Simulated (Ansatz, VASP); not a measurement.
# MgS: VASP beside Ansatz

The input INCAR:

```
PREC     = Accurate       # precision mode
ENCUT    = 600            # plane-wave cutoff, eV
EDIFF    = 1E-6           # SCF threshold, eV
ISMEAR   = 0              # smearing method
SIGMA    = 0.02           # smearing width, eV
LREAL    = F              # projectors in reciprocal space
LASPH    = T              # aspherical terms in the spheres
NELM     = 120            # most SCF steps
ALGO     = Normal         # electronic algorithm
ISIF     = 2              # what is computed and relaxed
LWAVE    = F              # write WAVECAR
LCHARG   = F              # write CHGCAR
GGA      = PS             # functional
NBANDS   = 11             # bands
GGA_COMPAT= F
```

KPOINTS

```
regular mesh
0
Gamma
  4 4 4
```

File POSCAR:

```
MgS
1.0
    0.0000000000      2.6016500000      2.6016500000
    2.6016500000      0.0000000000      2.6016500000
    2.6016500000      2.6016500000      0.0000000000
Mg S
1 1
Direct
    0.0009797777     -0.0004545466     -0.0002963583
    0.4992572209      0.5003445962      0.5002246721
```

Input for Ansatz:

```yaml
crystal:
  lattice:
    - [0.0, 2.60165, 2.60165]
    - [2.60165, 0.0, 2.60165]
    - [2.60165, 2.60165, 0.0]
  atoms:
    - { symbol: Mg, position: [0.0009797777193853768, -0.0004545466243703815, -0.0002963582899136386] }
    - { symbol: S, position: [0.49925722091485775, 0.5003445962478267, 0.5002246721221569] }
kpoints:
  mp_grid:
    grid: [4, 4, 4]
hamiltonian:
  xc: pbesol
scf:
  occupations:
    method: gaussian
    width: 0.02
output:
  forces: true
```

Alike in both runs: task single point; functional PBEsol; k mesh 4 × 4 × 4; occupations gaussian, width 0.02 eV; no spin polarisation.

|  | VASP | Ansatz |
| --- | --- | --- |
| version | VASP 6.6.1 | Ansatz 0.2.0 |
| potentials or method | VASP PAW PBE potentials, release 64 (Mg, S) | plane waves, PAW |
| plane-wave cutoff (eV) | 600 | 420 |
| valence electrons in the cell | 8 | 16 |

```csv
,VASP,Ansatz,Ansatz less VASP
rms of the force components (eV/Å),0.008,0.008,0.0000
```

VASP's potentials were made for PBE, not for PBEsol. Atom by atom the forces differ by 0.000 eV/Å (rms over components). VASP's potentials hold 8 valence electrons a cell and Ansatz's 16, so a difference there can come from the potentials and not from the codes.

The k mesh is coarse, so the values compare programs but aren't converged.
